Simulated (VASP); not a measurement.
# B4Au (Pm-3m) in VASP: a series of runs

Runs on B4Au. Level: PBE. Tasks: single point, relaxation of cell and atoms.

Everything below comes from runs of VASP 6.6.1. Logs are shortened: lines on timing, memory, paths and dates and some standing lists are left out, and cuts for length are marked.

## 1. The cell of the first run

Symmetry: Pm-3m, No. 221, cubic system. Conventional cell: a = 3.666 Å, b = 3.666 Å, c = 3.666 Å, α = 90.00°, β = 90.00°, γ = 90.00°. Within 2.4 Å of B (site symmetry 4/mmm) lie 2 B at 1.83 Å. Within 2.4 Å of B (site symmetry m-3m) lie 6 B at 1.83 Å. Au (site symmetry m-3m) has 20 B at 2.59 to 3.17 Å within 3.4 Å.

## 2. Single point, PBE

File INCAR:

```
PREC = Accurate ; ENCUT = 520
EDIFF = 1E-7 ; ISMEAR = 0
SIGMA = 0.1 ; LREAL = F
LASPH = T ; NELM = 100
ALGO = Normal ; ISIF = 2
LWAVE = F ; LCHARG = T
GGA = PE ; LELF = T
LVHAR = T ; NBANDS = 20
```

File KPOINTS:

```
regular mesh
0
Gamma
  10 10 10
```

File POSCAR:

```
B4Au
1.0
    3.6656505540      0.0000000000      0.0000000000
    0.0000000000      3.6656505540      0.0000000000
    0.0000000000      0.0000000000      3.6656505540
B Au
4 1
Direct
    0.5000000000      0.0000000000      0.0000000000
    0.0000000000      0.5000000000      0.0000000000
    0.0000000000      0.0000000000      0.5000000000
    0.0000000000      0.0000000000      0.0000000000
    0.5000000000      0.5000000000      0.5000000000
```

Potentials or basis: VASP PAW PBE potentials, release 64 (B, Au).

The run is started by

```console
cat potpaw_PBE.64/B/POTCAR potpaw_PBE.64/Au/POTCAR > POTCAR
mpirun -np 1 vasp_std > vasp.out
```

OUTCAR:

```text
PREC = Accurate
   ENCUT = 520
   EDIFF = 1E-7
   ISMEAR = 0
   LREAL = F
   LASPH = T
   NELM = 100
   ISIF = 2
   GGA = PE

 ion  position               nearest neighbor table
   1  0.500  0.000  0.000-   4 1.83   4 1.83   5 2.59   5 2.59   5 2.59   5 2.59
   2  0.000  0.500  0.000-   4 1.83   4 1.83   5 2.59   5 2.59   5 2.59   5 2.59
   3  0.000  0.000  0.500-   4 1.83   4 1.83   5 2.59   5 2.59   5 2.59   5 2.59
   4  0.000  0.000  0.000-   1 1.83   2 1.83   3 1.83   3 1.83   2 1.83   1 1.83
   5  0.500  0.500  0.500-   1 2.59   2 2.59   3 2.59   1 2.59   2 2.59   1 2.59   3 2.59   1 2.59
                             2 2.59   3 2.59   2 2.59   3 2.59

  LATTYP: Found a simple cubic cell.
 ALAT       =     3.6656505540

  Lattice vectors:

 A1 = (   3.6656505540,   0.0000000000,   0.0000000000)
 A2 = (   0.0000000000,   3.6656505540,   0.0000000000)
 A3 = (   0.0000000000,   0.0000000000,   3.6656505540)

Analysis of symmetry for initial positions (statically):
=====================================================================
 Subroutine PRICEL returns:
 Original cell was already a primitive cell.

 Routine SETGRP: Setting up the symmetry group for a
 simple cubic supercell.

 Subroutine GETGRP returns: Found 48 space group operations
 (whereof 48 operations were pure point group operations)
 out of a pool of 48 trial point group operations.

The static configuration has the point symmetry O_h .

Analysis of symmetry for dynamics (positions and initial velocities):
=====================================================================
 Subroutine PRICEL returns:
 Original cell was already a primitive cell.

 Routine SETGRP: Setting up the symmetry group for a
 simple cubic supercell.

 Subroutine GETGRP returns: Found 48 space group operations
 (whereof 48 operations were pure point group operations)
 out of a pool of 48 trial point group operations.

The dynamic configuration has the point symmetry O_h .

 Subroutine INISYM returns: Found 48 space group operations
 (whereof 48 operations are pure point group operations),
 and found     1 'primitive' translations

----------------------------------------------------------------------------------------

                                     Primitive cell

  volume of cell :      49.2553

  direct lattice vectors                    reciprocal lattice vectors
     3.665650554  0.000000000  0.000000000     0.272802872  0.000000000  0.000000000
     0.000000000  3.665650554  0.000000000     0.000000000  0.272802872  0.000000000
     0.000000000  0.000000000  3.665650554     0.000000000  0.000000000  0.272802872

  length of vectors
     3.665650554  3.665650554  3.665650554     0.272802872  0.272802872  0.272802872

  position of ions in fractional coordinates (direct lattice)
     0.500000000  0.000000000  0.000000000
     0.000000000  0.500000000  0.000000000
     0.000000000  0.000000000  0.500000000
     0.000000000  0.000000000  0.000000000
     0.500000000  0.500000000  0.500000000

  ion indices of the primitive-cell ions
   primitive index   ion index
                 1           1
                 2           2
                 3           3
                 4           4
                 5           5

----------------------------------------------------------------------------------------

 KPOINTS: regular mesh

Automatic generation of k-mesh.
 Grid dimensions read from file:
 generate k-points for:   10   10   10

 Generating k-lattice:

  Cartesian coordinates                     Fractional coordinates (reciprocal lattice)
     0.027280287  0.000000000  0.000000000     0.100000000  0.000000000  0.000000000
     0.000000000  0.027280287  0.000000000     0.000000000  0.100000000  0.000000000
     0.000000000  0.000000000  0.027280287     0.000000000  0.000000000  0.100000000

  Length of vectors
     0.027280287  0.027280287  0.027280287

  Shift w.r.t. Gamma in fractional coordinates (k-lattice)
     0.000000000  0.000000000  0.000000000

 Subroutine IBZKPT returns following result:
 ===========================================

 Found     56 irreducible k-points:

 Following reciprocal coordinates:
            Coordinates               Weight
  0.000000  0.000000  0.000000      1.000000
  0.100000  0.000000  0.000000      6.000000
  0.200000  0.000000  0.000000      6.000000
  0.300000  0.000000  0.000000      6.000000
  0.400000  0.000000  0.000000      6.000000
  0.500000  0.000000  0.000000      3.000000
[... 16 lines left out ...]
  0.200000  0.100000  0.100000     24.000000
  0.300000  0.100000  0.100000     24.000000
 [... further k-points ...]
   k-points           NKPTS =     56   k-points in BZ     NKDIM =     56   number of bands    NBANDS=     20
   number of dos      NEDOS =    301   number of ions     NIONS =      5
   total plane-waves  NPLWV =  21952
   dimension x,y,z NGX =    28 NGY =   28 NGZ =   28
   dimension x,y,z NGXF=    56 NGYF=   56 NGZF=   56
   ions per type =               4   1
   NGX,Y,Z   is equivalent  to a cutoff of  12.70, 12.70, 12.70 a.u.
   NGXF,Y,Z  is equivalent  to a cutoff of  25.40, 25.40, 25.40 a.u.
 SYSTEM =  unknown system
   PREC   = accura    normal or accurate (medium, high low for compatibility)
   ISTART =      0    job   : 0-new  1-cont  2-samecut
   ICHARG =      2    charge: 1-file 2-atom 10-const
   ISPIN  =      1    spin polarized calculation?
   LNONCOLLINEAR =      F non collinear calculations
   LSORBIT =      F    spin-orbit coupling
   LASPH  =      T    aspherical Exc in radial PAW
   ENCUT  =  520.0 eV  38.22 Ry    6.18 a.u.   6.82  6.82  6.82*2*pi/ulx,y,z
   NELM   =    100;   NELMIN=  2; NELMDL= -5     # of ELM steps
   EDIFF  = 0.1E-06   stopping-criterion for ELM
   LREAL  =      F    real-space projection
   EDIFFG = 0.1E-05   stopping-criterion for IOM
   NSW    =      0    number of steps for IOM
   IBRION =     -1    ionic relax: 0-MD 1-quasi-New 2-CG
   NFREE  =      0    steps in history (QN), initial steepest desc. (CG)
   ISIF   =      2    stress and relaxation
   ISYM   =      2    0-nonsym 1-usesym 2-fastsym
   POTIM  = 0.5000    time-step for ionic-motion
   TEBEG  =    0.0;   TEEND  =   0.0 temperature during run
   PSTRESS=    0.0 pullay stress
   NELECT =      23.0000    total number of electrons
   NUPDOWN=      -1.0000    fix difference up-down
   EMIN   =  10.00;   EMAX   =-10.00  energy-range for DOS
   EFERMI =   0.00;   METHOD = LEGACY
   ISMEAR =     0;   SIGMA  =   0.10  broadening in eV -4-tet -1-fermi 0-gaus
   EFERMI_NEDOS =   21; number of points for ismear=-14 and -15
   IALGO  =     38    algorithm
   IMIX   =      4    mixing-type and parameters
     AMIX     =   0.40;   BMIX     =  1.00
     AMIX_MAG =   1.60;   BMIX_MAG =  1.00
  volume/ion in A,a.u.               =       9.85        66.48
  Fermi-wavevector in a.u.,A,eV,Ry     =   1.270086  2.400114 21.947801  1.613118
  Thomas-Fermi vector in A             =   2.403092
   LORBIT       =      0    0 simple, 1 ext, 2 COOP (PROOUT), +10 PAW based schemes
   GGA     = PE    functional components
   LHFCALC =     F    Hartree Fock is set to
   AEXX    =    0.0000 exact exchange contribution
   IVDW    =     0    specifies the selected vdW correction
   LEPSILON=     F    determine dielectric tensor
   LRPA    =     F    only Hartree local field effects (RPA)
 non-spin polarized calculation
 Gauss-broadening in eV      SIGMA  =   0.10
  energy-cutoff  :      520.00
  volume of cell :       49.26
 maximum number of plane-waves:      1357
 NGX is ok and might be reduce to    28
   NGX = 13   NGY = 13   NGZ = 13

 number of electron      23.0000004 magnetization

 Free energy of the ion-electron system (eV)
  ---------------------------------------------------
  ext. energy  EPLUGINS =         0.00000000
  ---------------------------------------------------
  free energy    TOTEN  =       -22.47514298 eV

  energy without entropy =      -22.46611667  energy(sigma->0) =      -22.47062983

 E-fermi :   7.6499     XC(G=0): -11.9961

 val. band max:        7.6261413484   @ k =   0.5000   0.4000   0.4000
 cond. band min:       7.7132600735   @ k =   0.5000   0.2000   0.2000
 fundamental gap:      0.0871187251
 Fermi energy:         7.6498861441

 k-point     1 :       0.0000    0.0000    0.0000
  band No.  band energies     occupation
      1      -6.5780      2.00000
      2       1.0288      2.00000
      3       1.0288      2.00000
      4       1.5292      2.00000
      5       1.5292      2.00000
      6       1.5292      2.00000
[... 12 lines left out ...]
     19      19.3250      0.00000
     20      19.9965      0.00000

 k-point     2 :       0.1000    0.0000    0.0000
  band No.  band energies     occupation
      1      -6.4846      2.00000
      2       0.3556      2.00000
      3       1.0720      2.00000
      4       1.4442      2.00000
      5       1.4442      2.00000
      6       1.8814      2.00000
[... 12 lines left out ...]
     19      19.3252      0.00000
     20      19.9246      0.00000

 k-point     3 :       0.2000    0.0000    0.0000
  band No.  band energies     occupation
      1      -6.2092      2.00000
      2      -0.7334      2.00000
      3       1.1923      2.00000
      4       1.2562      2.00000
      5       1.2562      2.00000
      6       2.3101      2.00000
[... 12 lines left out ...]
     19      19.1577      0.00000
     20      19.7404      0.00000

 k-point     4 :       0.3000    0.0000    0.0000
  band No.  band energies     occupation
      1      -5.7704      2.00000
      2      -1.8526      2.00000
      3       1.0640      2.00000
      4       1.0640      2.00000
      5       1.3589      2.00000
      6       2.7789      2.00000
[... 429 lines left out ...]
 k-point    23 :       0.2000    0.1000    0.1000
  band No.  band energies     occupation
      1      -6.0319      2.00000
      2      -0.6182      2.00000
      3       0.4342      2.00000
      4       0.6859      2.00000
      5       1.8200      2.00000
      6       2.4441      2.00000
[... 12 lines left out ...]
     19      18.3723      0.00000
     20      20.0760      0.00000

 k-point    24 :       0.3000    0.1000    0.1000
  band No.  band energies     occupation
      1      -5.6060      2.00000
      2      -1.7052      2.00000
      3       0.4975      2.00000
      4       0.8102      2.00000
      5       1.6641      2.00000
      6       2.6632      2.00000
[... 12 lines left out ...]
     19      17.4529      0.00000
     20      19.1939      0.00000

 [... further k-points ...]

------------------------ aborting loop because EDIFF is reached ----------------------------------------

  FORCE on cell =-STRESS in cart. coord.  units (eV):
  Direction    XX          YY          ZZ          XY          YZ          ZX
  --------------------------------------------------------------------------------------
  -------------------------------------------------------------------------------------
  Total       -0.0513309     -0.0513309     -0.0513309      0.0000000      0.0000000      0.0000000
  in kB       -1.6696924     -1.6696924     -1.6696924      0.0000000      0.0000000      0.0000000
  external PRESSURE =      -1.6696924 kB  Pullay stress =       0.0000000 kB

 VOLUME and BASIS-vectors are now :
 -----------------------------------------------------------------------------
  energy-cutoff  :      520.00
  volume of cell :       49.26
      direct lattice vectors                 reciprocal lattice vectors
     3.665650554  0.000000000  0.000000000     0.272802872  0.000000000  0.000000000
     0.000000000  3.665650554  0.000000000     0.000000000  0.272802872  0.000000000
     0.000000000  0.000000000  3.665650554     0.000000000  0.000000000  0.272802872

 POSITION                                       TOTAL-FORCE (eV/Angst)
 -----------------------------------------------------------------------------------
      1.83283      0.00000      0.00000         0.000000      0.000000      0.000000
      0.00000      1.83283      0.00000         0.000000      0.000000      0.000000
      0.00000      0.00000      1.83283         0.000000      0.000000      0.000000
      0.00000      0.00000      0.00000         0.000000      0.000000      0.000000
      1.83283      1.83283      1.83283         0.000000      0.000000      0.000000
 -----------------------------------------------------------------------------------
    total drift:                                0.000000      0.000000      0.000000

  FREE ENERGIE OF THE ION-ELECTRON SYSTEM (eV)
  ---------------------------------------------------
  free  energy   TOTEN  =       -22.4751429821 eV

  energy  without entropy=      -22.4661166746  energy(sigma->0) =      -22.47062983
```

Run time: 21 s. Hardware: 1 thread of Intel Xeon Platinum 8481C at 2.70GHz (Sapphire Rapids), shared host; peak memory 0.19 GiB.

Results:

```yaml
Free_energy: -22.4751 eV
Pressure: -0.2 GPa
```

Caveat: spin-orbit coupling is left out, which moves the levels of the heavy elements.

## 3. Relaxation of cell and atoms, PBE

File INCAR:

```
PREC = Accurate
ENCUT = 600
EDIFF = 1E-7
ISMEAR = 0
SIGMA = 0.1
LREAL = F
LASPH = T
NELM = 100
ALGO = Normal
ISIF = 3
LWAVE = F
LCHARG = F
GGA = PE
IBRION = 2
NSW = 100
EDIFFG = -0.01
```

File KPOINTS:

```
Automatic mesh
0
Gamma
  10 10 10
```

POSCAR is that of step 2.

Potentials or basis: VASP PAW PBE potentials, release 64 (B, Au).

The run is started by

```console
cat potpaw_PBE.64/B/POTCAR potpaw_PBE.64/Au/POTCAR > POTCAR
mpirun -np 1 vasp_std > vasp.out
```

It took 22 s on 1 thread of Intel Xeon Platinum 8481C at 2.70GHz (Sapphire Rapids), shared host; peak memory 0.2 GiB.

It converged, with:

```
Free energy             : -22.4773 eV
Pressure after relaxing : -0.2 GPa
```

Final structure:
```
CELL_PARAMETERS angstrom
3.66565 0.00000 0.00000
0.00000 3.66565 0.00000
0.00000 0.00000 3.66565
ATOMIC_POSITIONS crystal
B 0.50000 0.00000 0.00000
B 0.00000 0.50000 0.00000
B 0.00000 0.00000 0.50000
B 0.00000 0.00000 0.00000
Au 0.50000 0.50000 0.50000
```

Levels at points of the mesh, in eV from the Fermi level:
```csv
k point,band 8,band 9,band 10,band 11,band 12,band 13,band 14,band 15
"(0.00, 0.00, 0.00)",-4.66,-4.66,-2.00,-0.54,-0.54,2.58,2.58,2.58
"(0.50, 0.00, 0.00)",-3.04,-3.04,-2.28,-0.98,-0.39,-0.39,-0.06,3.46
"(0.50, 0.50, 0.00)",-4.36,-4.25,-3.62,0.40,1.23,1.23,2.86,2.86
"(0.50, 0.50, 0.50)",-4.13,-4.13,-2.72,-2.72,-2.72,-1.22,4.70,4.70
```

Caveat: the relaxation stopped at its first step, so nothing moved; spin-orbit coupling is left out, which moves the levels of the heavy elements.
